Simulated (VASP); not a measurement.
InGaTe3: single point with PBE

Crystal: InGaTe3.

```
In Ga Te
1.0
     5.48057    0.00000    0.00000
    -2.74029    4.74631    0.00000
     0.00000    0.00000    5.86905
In Ga Te
1 1 3
Direct
  0.00000 0.00000 0.00000
  0.00000 0.00000 0.50000
  0.50000 0.00000 0.50000
  0.00000 0.50000 0.50000
  0.50000 0.50000 0.50000
```

The cell was generated, and may not be a known phase.

- Program: VASP 6.6.1
- Task: single point
- Functional: PBE
- Potentials or basis: VASP PAW PBE potentials, release 64 (In_d, Ga_d, Te)
- Cutoff: 520 eV
- k mesh: 6 × 6 × 4
- Occupations: gaussian, width 0.1 eV
- Spin: no spin polarisation
- Dipole correction: no
- Further INCAR settings: ALGO = Normal; EDIFF = 1e-07; NBANDS = 30

* Pressure: 21.3 GPa
* Band gap on the k mesh: zero (bands 22 and 23 overlap by 1.84 eV)

Stress tensor (GPa, compression positive):
```
32.66  0.00  0.00
 0.00 32.66  0.00
 0.00  0.00 -1.43
```

Levels at points of the mesh, in eV from the Fermi level:
```csv
k point,band 20,band 21,band 22,band 23,band 24,band 25
"(0.00, 0.00, 0.00)",-0.79,-0.79,-0.11,2.00,2.00,3.53
"(0.50, 0.00, 0.00)",-2.36,-2.13,-1.10,-0.70,0.00,1.10
"(0.00, 0.00, 0.50)",-0.98,-0.98,0.97,0.97,2.06,2.55
"(0.50, 0.00, 0.50)",-2.35,-2.07,-1.68,0.44,1.82,2.00
```

Wall time 79 s on 1 thread of Intel(R) Xeon(R) 6975P-C (Granite Rapids) (shared host), peak memory 0.33 GiB.

Caveat: the stress differs along the axes, from -1 to 33 GPa; spin-orbit coupling is left out, which moves the levels of the heavy elements.
